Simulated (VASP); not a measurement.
# LiCl (Fm-3m) in VASP: notebook

Aim: see how the results for LiCl move with the level of theory and the settings. Levels: PBE, RPBE+D4, PBEsol. Tasks: single point, relaxation of cell and atoms.

All numbers are computed with VASP 6.6.1; they aren't measurements. Logs are shortened: lines on timing, memory, paths and dates and some standing lists are left out, and cuts for length are marked.

### Step 1. The cell of the first run

The structure is cubic, space group Fm-3m (No. 225). Conventional cell: a = 5.130 Å, b = 5.130 Å, c = 5.130 Å, α = 90.00°, β = 90.00°, γ = 90.00°. Cl (site symmetry m-3m) has 6 Li at 2.56 Å within 3.4 Å. Li (site symmetry m-3m) has 6 Cl at 2.56 Å within 3.4 Å.

### Step 2. Single point, PBE

Input file INCAR:

```
  PREC = Accurate
  ENCUT = 520
  EDIFF = 1E-6
  ISMEAR = 0
  SIGMA = 0.02
  LREAL = False
  LASPH = True
  NELM = 80
  ALGO = Normal
  ISIF = 2
  LWAVE = False
  LCHARG = False
  GGA = PE
  NBANDS = 12
```

Input file KPOINTS:

```
Automatic mesh
0
Gamma
  9 9 9
```

Input file POSCAR:

```
LiCl
1.0
    0.0000000000      2.5647700000      2.5647700000
    2.5647700000      0.0000000000      2.5647700000
    2.5647700000      2.5647700000      0.0000000000
Cl Li
1 1
Direct
    0.5000000000      0.5000000000      0.5000000000
    0.0000000000      0.0000000000      0.0000000000
```

Potentials or basis: VASP PAW PBE potentials, release 64 (Cl, Li_sv).

Launch:

```console
$ cat potpaw_PBE.64/Cl/POTCAR potpaw_PBE.64/Li_sv/POTCAR > POTCAR
$ mpirun -np 1 vasp_std > vasp.out
```

OUTCAR:

```text
PREC = Accurate
   ENCUT = 520
   EDIFF = 1E-6
   ISMEAR = 0
   LREAL = False
   LASPH = True
   NELM = 80
   ISIF = 2
   GGA = PE

 ion  position               nearest neighbor table
   1  0.500  0.500  0.500-   2 2.56   2 2.56   2 2.56   2 2.56   2 2.56   2 2.56
   2  0.000  0.000  0.000-   1 2.56   1 2.56   1 2.56   1 2.56   1 2.56   1 2.56

  LATTYP: Found a face centered cubic cell.
 ALAT       =     5.1295400000

  Lattice vectors:

 A1 = (   0.0000000000,   2.5647700000,   2.5647700000)
 A2 = (   2.5647700000,   0.0000000000,   2.5647700000)
 A3 = (   2.5647700000,   2.5647700000,   0.0000000000)

Analysis of symmetry for initial positions (statically):
=====================================================================
 Subroutine PRICEL returns:
 Original cell was already a primitive cell.

 Routine SETGRP: Setting up the symmetry group for a
 face centered cubic supercell.

 Subroutine GETGRP returns: Found 48 space group operations
 (whereof 48 operations were pure point group operations)
 out of a pool of 48 trial point group operations.

The static configuration has the point symmetry O_h .

Analysis of symmetry for dynamics (positions and initial velocities):
=====================================================================
 Subroutine PRICEL returns:
 Original cell was already a primitive cell.

 Routine SETGRP: Setting up the symmetry group for a
 face centered cubic supercell.

 Subroutine GETGRP returns: Found 48 space group operations
 (whereof 48 operations were pure point group operations)
 out of a pool of 48 trial point group operations.

The dynamic configuration has the point symmetry O_h .

 Subroutine INISYM returns: Found 48 space group operations
 (whereof 48 operations are pure point group operations),
 and found     1 'primitive' translations

----------------------------------------------------------------------------------------

                                     Primitive cell

  volume of cell :      33.7423

  direct lattice vectors                    reciprocal lattice vectors
     0.000000000  2.564770000  2.564770000    -0.194949255  0.194949255  0.194949255
     2.564770000  0.000000000  2.564770000     0.194949255 -0.194949255  0.194949255
     2.564770000  2.564770000  0.000000000     0.194949255  0.194949255 -0.194949255

  length of vectors
     3.627132518  3.627132518  3.627132518     0.337662014  0.337662014  0.337662014

  position of ions in fractional coordinates (direct lattice)
     0.500000000  0.500000000  0.500000000
     0.000000000  0.000000000  0.000000000

  ion indices of the primitive-cell ions
   primitive index   ion index
                 1           1
                 2           2

----------------------------------------------------------------------------------------

 KPOINTS: Automatic mesh

Automatic generation of k-mesh.
 Grid dimensions read from file:
 generate k-points for:    9    9    9

 Generating k-lattice:

  Cartesian coordinates                     Fractional coordinates (reciprocal lattice)
    -0.021661028  0.021661028  0.021661028     0.111111111  0.000000000  0.000000000
     0.021661028 -0.021661028  0.021661028     0.000000000  0.111111111  0.000000000
     0.021661028  0.021661028 -0.021661028     0.000000000  0.000000000  0.111111111

  Length of vectors
     0.037518002  0.037518002  0.037518002

  Shift w.r.t. Gamma in fractional coordinates (k-lattice)
     0.000000000  0.000000000  0.000000000

 Subroutine IBZKPT returns following result:
 ===========================================

 Found     35 irreducible k-points:

 Following reciprocal coordinates:
            Coordinates               Weight
  0.000000  0.000000  0.000000      1.000000
  0.111111  0.000000  0.000000      8.000000
  0.222222  0.000000  0.000000      8.000000
  0.333333  0.000000  0.000000      8.000000
  0.444444  0.000000  0.000000      8.000000
  0.111111  0.111111  0.000000      6.000000
[... 16 lines left out ...]
 -0.333333  0.333333  0.000000     12.000000
  0.444444  0.444444  0.000000      6.000000
 [... further k-points ...]
   k-points           NKPTS =     35   k-points in BZ     NKDIM =     35   number of bands    NBANDS=     12
   number of dos      NEDOS =    301   number of ions     NIONS =      2
   total plane-waves  NPLWV =  21952
   dimension x,y,z NGX =    28 NGY =   28 NGZ =   28
   dimension x,y,z NGXF=    56 NGYF=   56 NGZF=   56
   ions per type =               1   1
   NGX,Y,Z   is equivalent  to a cutoff of  12.83, 12.83, 12.83 a.u.
   NGXF,Y,Z  is equivalent  to a cutoff of  25.67, 25.67, 25.67 a.u.
 SYSTEM =  unknown system
   PREC   = accura    normal or accurate (medium, high low for compatibility)
   ISTART =      0    job   : 0-new  1-cont  2-samecut
   ICHARG =      2    charge: 1-file 2-atom 10-const
   ISPIN  =      1    spin polarized calculation?
   LNONCOLLINEAR =      F non collinear calculations
   LSORBIT =      F    spin-orbit coupling
[... 22 lines left out ...]
     AMIX     =   0.40;   BMIX     =  1.00
     AMIX_MAG =   1.60;   BMIX_MAG =  1.00
  volume/ion in A,a.u.               =      16.87       113.85
  Fermi-wavevector in a.u.,A,eV,Ry     =   1.091482  2.062601 16.209056  1.191332
  Thomas-Fermi vector in A             =   2.227728
   LORBIT       =      0    0 simple, 1 ext, 2 COOP (PROOUT), +10 PAW based schemes
   GGA     = PE    functional components
   LHFCALC =     F    Hartree Fock is set to
   AEXX    =    0.0000 exact exchange contribution
   IVDW    =     0    specifies the selected vdW correction
   LEPSILON=     F    determine dielectric tensor
   LRPA    =     F    only Hartree local field effects (RPA)
 non-spin polarized calculation
 Gauss-broadening in eV      SIGMA  =   0.02
  energy-cutoff  :      520.00
  volume of cell :       33.74
 maximum number of plane-waves:       922
   NGX = 13   NGY = 13   NGZ = 13

 number of electron      10.0000005 magnetization

 Free energy of the ion-electron system (eV)
  ---------------------------------------------------
  ext. energy  EPLUGINS =         0.00000000
  ---------------------------------------------------
  free energy    TOTEN  =        -7.38575090 eV

  energy without entropy =       -7.38575090  energy(sigma->0) =       -7.38575090

 E-fermi :   0.6633     XC(G=0):  -8.7308

 val. band max:        0.5793941029   @ k =   0.0000   0.0000   0.0000
 cond. band min:       6.9203722923   @ k =   0.0000   0.0000   0.0000
 fundamental gap:      6.3409781894
 Fermi energy:         0.6632534372

 k-point     1 :       0.0000    0.0000    0.0000
  band No.  band energies     occupation
      1     -42.9431      2.00000
      2     -12.8172      2.00000
      3       0.5794      2.00000
      4       0.5794      2.00000
      5       0.5794      2.00000
      6       6.9204      0.00000
      7      12.5179      0.00000
      8      12.5179      0.00000
      9      12.5179      0.00000
     10      15.1081      0.00000
     11      15.1095      0.00000
     12      15.1507      0.00000

 k-point     2 :       0.1111    0.0000    0.0000
  band No.  band energies     occupation
      1     -42.9429      2.00000
      2     -12.7571      2.00000
      3       0.1538      2.00000
      4       0.5465      2.00000
      5       0.5465      2.00000
      6       7.3003      0.00000
      7      11.8397      0.00000
      8      12.4846      0.00000
      9      12.4846      0.00000
     10      13.7246      0.00000
     11      13.7246      0.00000
     12      15.5078      0.00000

 k-point     3 :       0.2222    0.0000    0.0000
  band No.  band energies     occupation
      1     -42.9421      2.00000
      2     -12.5980      2.00000
      3      -0.7599      2.00000
      4       0.4670      2.00000
      5       0.4670      2.00000
      6       7.7881      0.00000
      7      11.4498      0.00000
      8      11.5351      0.00000
      9      11.5352      0.00000
     10      14.2254      0.00000
     11      14.2254      0.00000
     12      16.0064      0.00000
[... 286 lines left out ...]
 k-point    23 :      -0.3333    0.3333    0.0000
  band No.  band energies     occupation
      1     -42.9398      2.00000
      2     -12.0737      2.00000
      3      -1.6002      2.00000
      4      -1.4487      2.00000
      5      -0.0669      2.00000
      6       8.7208      0.00000
      7      11.1712      0.00000
      8      11.5293      0.00000
      9      11.5892      0.00000
     10      15.1118      0.00000
     11      16.6694      0.00000
     12      18.9917      0.00000

 k-point    24 :       0.4444    0.4444    0.0000
  band No.  band energies     occupation
      1     -42.9398      2.00000
      2     -12.0333      2.00000
      3      -2.2292      2.00000
      4      -0.4920      2.00000
      5      -0.4920      2.00000
      6       8.5227      0.00000
      7       8.9362      0.00000
      8      12.7396      0.00000
      9      14.5460      0.00000
     10      14.5461      0.00000
     11      17.4935      0.00000
     12      19.3285      0.00000

 [... further k-points ...]

------------------------ aborting loop because EDIFF is reached ----------------------------------------

  FORCE on cell =-STRESS in cart. coord.  units (eV):
  Direction    XX          YY          ZZ          XY          YZ          ZX
  --------------------------------------------------------------------------------------
  -------------------------------------------------------------------------------------
  Total        0.0634016      0.0634016      0.0634016      0.0000000      0.0000000      0.0000000
  in kB        3.0104801      3.0104801      3.0104801      0.0000000      0.0000000      0.0000000
  external PRESSURE =       3.0104801 kB  Pullay stress =       0.0000000 kB

 VOLUME and BASIS-vectors are now :
 -----------------------------------------------------------------------------
  energy-cutoff  :      520.00
  volume of cell :       33.74
      direct lattice vectors                 reciprocal lattice vectors
     0.000000000  2.564770000  2.564770000    -0.194949255  0.194949255  0.194949255
     2.564770000  0.000000000  2.564770000     0.194949255 -0.194949255  0.194949255
     2.564770000  2.564770000  0.000000000     0.194949255  0.194949255 -0.194949255

 POSITION                                       TOTAL-FORCE (eV/Angst)
 -----------------------------------------------------------------------------------
      2.56477      2.56477      2.56477         0.000000      0.000000      0.000000
      0.00000      0.00000      0.00000        -0.000000     -0.000000     -0.000000
 -----------------------------------------------------------------------------------
    total drift:                                0.000000      0.000000      0.000000

  FREE ENERGIE OF THE ION-ELECTRON SYSTEM (eV)
  ---------------------------------------------------
  free  energy   TOTEN  =        -7.3857509021 eV

  energy  without entropy=       -7.3857509021  energy(sigma->0) =       -7.38575090
```

Wall time 25 s (1 thread of Intel Xeon 8259CL, shared host); peak memory 0.15 GiB.

What came out:

- Free energy: -7.3858 eV
- Band gap on the k mesh: 6.34 eV, direct

Levels at points of the mesh, in eV from the valence-band top:
```csv
k point,band 3,band 4,band 5,band 6,band 7,band 8
"(0.00, 0.00, 0.00)",0.00,0.00,0.00,6.34,11.94,11.94
```

Caveat: the cutoff is under 1.25 times the usual one of these potentials, so pressure, stress and relaxed cells hold a basis-set (Pulay) error. A k mesh can miss the band edges.

### Step 3. Single point, PBE

Input file INCAR:

```
SYSTEM = LiCl
PREC = Accurate
ENCUT = 520
EDIFF = 1E-7
ISMEAR = 0
SIGMA = 0.019000000000000003
LREAL = .False.
LASPH = .True.
NELM = 80
ALGO = Normal
ISIF = 2
LWAVE = .False.
LCHARG = .True.
GGA = PE
LELF = .True.
LVHAR = .True.
NBANDS = 12
```

Input file KPOINTS:

```
Automatic mesh
0
Gamma
  9 9 9
  0 0 0
```

POSCAR is that of step 2.

Potentials or basis: VASP PAW PBE potentials, release 64 (Cl, Li_sv).

Launch:

```console
$ cat potpaw_PBE.64/Cl/POTCAR potpaw_PBE.64/Li_sv/POTCAR > POTCAR
$ mpirun -np 1 vasp_std > vasp.out
```

Run time: 25 s. Hardware: 1 thread of Intel Xeon 8259CL, shared host; peak memory 0.15 GiB.

Results (log left out):

```yaml
Free_energy: -7.3858 eV
Band_gap_on_the_k_mesh: 6.34 eV, direct
```

Levels at points of the mesh, in eV from the valence-band top:
```tsv
k point	band 1	band 2	band 3	band 4	band 5	band 6	band 7	band 8	band 9	band 10
(0.00, 0.00, 0.00)	-43.52	-13.40	0.00	0.00	0.00	6.34	11.94	11.94	11.94	14.53
```

Caveat: the cutoff is under 1.25 times the usual one of these potentials, so pressure, stress and relaxed cells hold a basis-set (Pulay) error. A k mesh can miss the band edges.

### Step 4. Single point, RPBE+D4

This run uses another cell than the first one, of 16.58 Å³/atom, 0.983 times its volume.

Input file INCAR:

```
  PREC = Accurate
  ENCUT = 520
  EDIFF = 1E-6
  ISMEAR = -1
  SIGMA = 0.05
  LREAL = False
  LASPH = True
  NELM = 60
  ALGO = Normal
  ISIF = 2
  LWAVE = False
  LCHARG = False
  GGA = RP
  IVDW = 13
  NBANDS = 12
```

Input file KPOINTS:

```
Automatic mesh
0
Gamma
  9 9 9
```

Input file POSCAR:

```
LiCl
1.0
    0.0000000000      2.5497254949      2.5497254949
    2.5497254949      0.0000000000      2.5497254949
    2.5497254949      2.5497254949      0.0000000000
Cl Li
1 1
Direct
    0.5000000000      0.5000000000      0.5000000000
    0.0000000000      0.0000000000      0.0000000000
```

Launch:

```console
$ cat potpaw_PBE.64/Cl/POTCAR potpaw_PBE.64/Li_sv/POTCAR > POTCAR
$ mpirun -np 1 vasp_std > vasp.out
```

Wall time 19 s (1 thread of Intel Xeon 8259CL, shared host); peak memory 0.15 GiB.

Results (log left out):

* Free energy: -7.4907 eV
* Band gap on the k mesh: 6.70 eV, direct
* Dispersion energy per atom: -0.246 eV

Levels at points of the mesh, in eV from the valence-band top:
```tsv
k point	band 1	band 2	band 3	band 4	band 5	band 6	band 7	band 8	band 9	band 10
(0.00, 0.00, 0.00)	-43.75	-13.45	0.00	0.00	0.00	6.70	12.05	12.05	12.05	14.70
```

Caveat: the cutoff is under 1.25 times the usual one of these potentials, so pressure, stress and relaxed cells hold a basis-set (Pulay) error; the PAW data sets were made with another functional, which shifts forces and pressure a little. A hybrid or GW would open this gap; RPBE tends to underestimate it.

### Step 5. Relaxation of cell and atoms, RPBE+D4

Input file INCAR:

```
SYSTEM = LiCl
  PREC = Accurate
  ENCUT = 600
  EDIFF = 1E-6
  ISMEAR = -1
  SIGMA = 0.05
  LREAL = .False.
  LASPH = .True.
  NELM = 60
  ALGO = Normal
  ISIF = 3
  LWAVE = .False.
  LCHARG = .False.
  GGA = RP
  IVDW = 13
  IBRION = 2
  NSW = 80
  EDIFFG = -0.005
```

Input file KPOINTS:

```
Automatic mesh
0
Gamma
  9 9 9
  0 0 0
```

Input file POSCAR:

```
LiCl
1.0
    0.0000000000      2.5647700000      2.5647700000
    2.5647700000      0.0000000000      2.5647700000
    2.5647700000      2.5647700000      0.0000000000
Cl Li
1 1
Direct
    0.5000000000      0.5000000000      0.5000000000
    0.0000000000      0.0000000000      0.0000000000
```

Launch:

```console
$ cat potpaw_PBE.64/Cl/POTCAR potpaw_PBE.64/Li_sv/POTCAR > POTCAR
$ mpirun -np 1 vasp_std > vasp.out
```

It took 64 s on 1 thread of Intel Xeon 8259CL, shared host; peak memory 0.17 GiB.

It converged, with:

```
Free energy                            : -7.4910 eV
Relaxed volume                         : 16.47 Å³/atom
Relaxed cell                           : a = 3.598 Å, b = 3.598 Å, c = 3.598 Å, α = 60.00°, β = 60.00°, γ = 60.00°
Space group after relaxing (to 0.05 Å) : Fm-3m (No. 225)
Energy gained by relaxing              : 1.1 meV/atom
Ionic steps                            : 3
Pressure after relaxing                : 0.0 GPa
Band gap on the k mesh                 : 6.74 eV, direct
Dispersion energy per atom             : -0.248 eV
```

Step by step:
```tsv
step	energy change (eV)	largest force (eV/Å)	pressure (GPa)	volume (Å³)
1	0.0000	0.0000	-0.80	33.74
2	-0.0016	0.0000	-0.42	33.33
3	-0.0021	0.0000	-0.03	32.93
```

Final structure:
```yaml
crystal:
  lattice:
    - [0.00000, 2.54408, 2.54408]
    - [2.54408, 0.00000, 2.54408]
    - [2.54408, 2.54408, 0.00000]
  atoms:
    - { symbol: Cl, position: [0.50000, 0.50000, 0.50000] }
    - { symbol: Li, position: [0.00000, 0.00000, 0.00000] }
```

Levels at points of the mesh, in eV from the valence-band top:
| k point | band 3 | band 4 | band 5 | band 6 | band 7 | band 8 |
| --- | --- | --- | --- | --- | --- | --- |
| (0.00, 0.00, 0.00) | 0.00 | 0.00 | 0.00 | 6.74 | 12.06 | 12.06 |

Caveat: the cutoff is under 1.25 times the usual one of these potentials, so pressure, stress and relaxed cells hold a basis-set (Pulay) error; the PAW data sets were made with another functional, which shifts forces and pressure a little. A hybrid or GW would open this gap; RPBE tends to underestimate it.

### Step 6. Single point, PBEsol

This run uses another cell than the first one, of 11.12 Å³/atom, 0.659 times its volume.

Input file INCAR:

```
ALGO     = Normal         # electronic algorithm
EDIFF    = 1E-6           # SCF threshold, eV
ENCUT    = 520            # plane-wave cutoff, eV
GGA      = PS             # functional
ISIF     = 2              # what is computed and relaxed
ISMEAR   = -1             # smearing method
LASPH    = T              # aspherical terms in the spheres
LCHARG   = F              # write CHGCAR
LREAL    = F              # projectors in reciprocal space
LWAVE    = F              # write WAVECAR
NBANDS   = 12             # bands
NELM     = 80             # most SCF steps
PREC     = Accurate       # precision mode
SIGMA    = 0.05           # smearing width, eV
```

Input file KPOINTS:

```
k-points
0
Gamma
  9 9 9
```

Input file POSCAR:

```
LiCl
1.0
    0.0000000000      2.2320981763      2.2320981763
    2.2320981763      0.0000000000      2.2320981763
    2.2320981763      2.2320981763      0.0000000000
Cl Li
1 1
Direct
    0.5000000000      0.5000000000      0.5000000000
    0.0000000000      0.0000000000      0.0000000000
```

Potentials or basis: VASP PAW PBE potentials, release 64 (Cl, Li_sv).

Launch:

```console
$ cat potpaw_PBE.64/Cl/POTCAR potpaw_PBE.64/Li_sv/POTCAR > POTCAR
$ mpirun -np 1 vasp_std > vasp.out
```

Wall time 11 s (1 thread of Intel Xeon 8259CL, shared host); peak memory 0.13 GiB.

Results (log left out):

| Quantity | Value |
| --- | --- |
| Free energy | -6.9435 eV |
| Band gap on the k mesh | 6.93 eV, indirect (least direct gap 7.44 eV) |

Levels at points of the mesh, in eV from the valence-band top:
```tsv
k point	band 2	band 3	band 4	band 5	band 6	band 7	band 8	band 9
(0.00, 0.00, 0.00)	-15.48	-0.01	-0.01	-0.01	9.41	11.84	11.84	11.84
```

Caveat: the cutoff is under 1.25 times the usual one of these potentials, so pressure, stress and relaxed cells hold a basis-set (Pulay) error; the PAW data sets were made with another functional, which shifts forces and pressure a little.

### Step 7. Overview

```tsv
task	level	cell	cutoff (eV)	smearing	gap on the mesh (eV)
single point	PBE	a = 3.627 Å, angles 60.0°, 2 atoms	520	gaussian 0.02 eV	6.34
single point	PBE	a = 3.627 Å, angles 60.0°, 2 atoms	520	gaussian 0.019 eV	6.34
single point	RPBE+D4	a = 3.606 Å, angles 60.0°, 2 atoms	520	fermi-dirac 0.05 eV	6.70
relaxation of cell and atoms	RPBE+D4	relaxed from a = 3.627 Å, angles 60.0°, 2 atoms	600	fermi-dirac 0.05 eV	6.74
single point	PBEsol	a = 3.157 Å, angles 60.0°, 2 atoms	520	fermi-dirac 0.05 eV	6.93
```

Alike in all rows: potentials or basis VASP PAW PBE potentials, release 64 (Cl, Li_sv); no spin polarisation; k mesh 9 × 9 × 9.

Caveats: the cutoff is under 1.25 times the usual one of these potentials, so pressure, stress and relaxed cells hold a basis-set (Pulay) error; the PAW data sets were made with another functional, which shifts forces and pressure a little (some runs).

Total energies depend on the potentials used, so only differences within one code and one set of settings carry meaning.
